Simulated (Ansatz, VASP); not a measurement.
# One calculation of Ru, two programs

```
CELL_PARAMETERS angstrom
3.59382 0.00000 0.00000
-1.79691 3.11234 0.00000
0.00000 0.00000 2.19623
ATOMIC_POSITIONS crystal
Ru 0.00000 0.00000 0.00000
Ru 0.33333 0.66667 0.50000
Ru 0.66667 0.33333 0.50000
```

Change from the starting cell: volume scaled by 0.58, PAW files.

Alike in both runs: task single point; functional PBE; k mesh 9 × 9 × 13; occupations fermi-dirac, width 0.08 eV; no spin polarisation.

|  | VASP | Ansatz |
| --- | --- | --- |
| version | VASP 6.6.1 | Ansatz 0.2.0 |
| potentials or method | VASP PAW PBE potentials, release 64 (Ru_pv) | PAW with Ansatz's default frozen-core files, scalar-relativistic |
| plane-wave cutoff (eV) | 520 | 420 |
| valence electrons in the cell | 42 | 48 |

VASP gave:

| Quantity | Value |
| --- | --- |
| pressure (GPa) | 563.0 |
| traceless stress, the component that is largest in VASP (GPa) | -2.27 |

Q: What did Ansatz give for the same quantities?

A: Pressure (GPa): 550.9; traceless stress, the component that is largest in VASP (GPa): 0.00.

Both programs put the cell under a high pressure, so it lies far from rest at this level. The functional is the same, so the differences come from potentials, cutoffs and numerics. VASP's potentials hold 42 valence electrons a cell and Ansatz's 48, so a difference there can come from the potentials and not from the codes.

Noted on VASP's run: the cell as given lies far from equilibrium.
